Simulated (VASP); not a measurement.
Write the native input for VASP 6.6.1 that does the following.

```yaml
Task: single point
Functional: HSE06
Potentials_or_basis: VASP PAW PBE potentials, release 64 (Mg, S)
Cutoff: 520 eV
k_mesh: 6 × 6 × 4
Occupations: gaussian, width 0.01 eV
Spin: no spin polarisation
Dipole_correction: no
Grid_for_exact_exchange_PRECFOCK: Normal
Further_INCAR_settings: ALGO = Normal; EDIFF = 1e-07; NBANDS = 16
Share_of_exact_exchange: 0.25
Screening_parameter: 0.2079 1/Å
```

MgS:

```
Mg S
1.0
     3.86148    0.00000    0.00000
    -1.93074    3.34414    0.00000
     0.00000    0.00000    6.45422
Mg S
2 2
Direct
  0.66667 0.33333 0.50194
  0.33333 0.66667 0.00194
  0.33333 0.66667 0.37306
  0.66667 0.33333 0.87306
```

This cell differs from its parent crystal: biaxial xy strain -4.2%.

These files were run (other wordings do the same):

POSCAR

```
MgS
1.0
    3.8614752238      0.0000000000      0.0000000000
   -1.9307376119      3.3441356398      0.0000000000
    0.0000000000      0.0000000000      6.4542161908
Mg S
2 2
Direct
    0.6666666667      0.3333333333      0.5019370272
    0.3333333333      0.6666666667      1.0019370272
    0.3333333333      0.6666666667      0.3730619728
    0.6666666667      0.3333333333      0.8730619728
```

INCAR.step1

```
SYSTEM = MgS
  PREC = Accurate
  ENCUT = 520
  EDIFF = 1E-5
  ISMEAR = 0
  SIGMA = 0.01
  LREAL = .False.
  LASPH = .True.
  NELM = 80
  ALGO = Normal
  ISIF = 2
  LWAVE = .True.
  LCHARG = .False.
  GGA = PE
  NBANDS = 16
```

INCAR.step2

```
SYSTEM = MgS
  PREC = Accurate
  ENCUT = 520
  EDIFF = 1E-7
  ISMEAR = 0
  SIGMA = 0.01
  LREAL = .False.
  LASPH = .True.
  NELM = 80
  ALGO = Normal
  ISIF = 2
  LWAVE = .False.
  LCHARG = .False.
  GGA = PE
  LHFCALC = .True.
  HFSCREEN = 0.2079
  PRECFOCK = Normal
  ISTART = 1
  NBANDS = 16
```

KPOINTS

```
regular mesh
0
Gamma
  6 6 4
  0 0 0
```

Potentials or basis: VASP PAW PBE potentials, release 64 (Mg, S).

Run with:

```sh
$ cat potpaw_PBE.64/Mg/POTCAR potpaw_PBE.64/S/POTCAR > POTCAR
$ cp INCAR.step1 INCAR
$ mpirun -np 1 vasp_std > vasp.out
$ cp INCAR.step2 INCAR
$ mpirun -np 1 vasp_std > vasp.out
```

Results of the run:

- Pressure: 5.9 GPa
- Band gap on the k mesh: 4.97 eV

Caveat: the cell differs from its parent crystal (biaxial xy strain -4.2%); the cell stands under pressure; the PAW data sets were made with another functional, which shifts forces and pressure a little.

It took 38 min on 1 thread of Intel(R) Xeon(R) Platinum 8488C (Sapphire Rapids), with other jobs on the host, peak memory 0.34 GiB.
